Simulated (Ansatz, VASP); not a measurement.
**One calculation of BeS, two programs**

```
Be S
1.0
     0.00000    2.43398    2.43398
     2.43398    0.00000    2.43398
     2.43398    2.43398    0.00000
Be S
1 1
Direct
  0.00000 0.00000 0.00000
  0.25000 0.25000 0.25000
```

Alike in both runs: functional r2SCAN; k mesh 9 × 9 × 9; no spin polarisation.

Ansatz relaxed the structure, and its values are those at the end. VASP's run is a single point on that final structure, the one shown.

|  | VASP | Ansatz |
| --- | --- | --- |
| version | VASP 6.6.1 | Ansatz 0.2.0 |
| potentials or method | VASP PAW PBE potentials, release 64 (Be, S) | PAW with Ansatz's default frozen-core files, scalar-relativistic |
| plane-wave cutoff (eV) | 520 | 500 |
| occupations | tetrahedron | tetrahedron-uncorrected |
| valence electrons in the cell | 8 | 8 |

```csv
,VASP,Ansatz,Ansatz less VASP
gap on the k mesh at the Fermi level (eV),3.70,3.69,-0.010
pressure (GPa),0.3,0.0,-0.27
```

VASP's potentials were made for PBE, not for r2SCAN. Ansatz's warnings: band table not solved further, forces under tetrahedra.
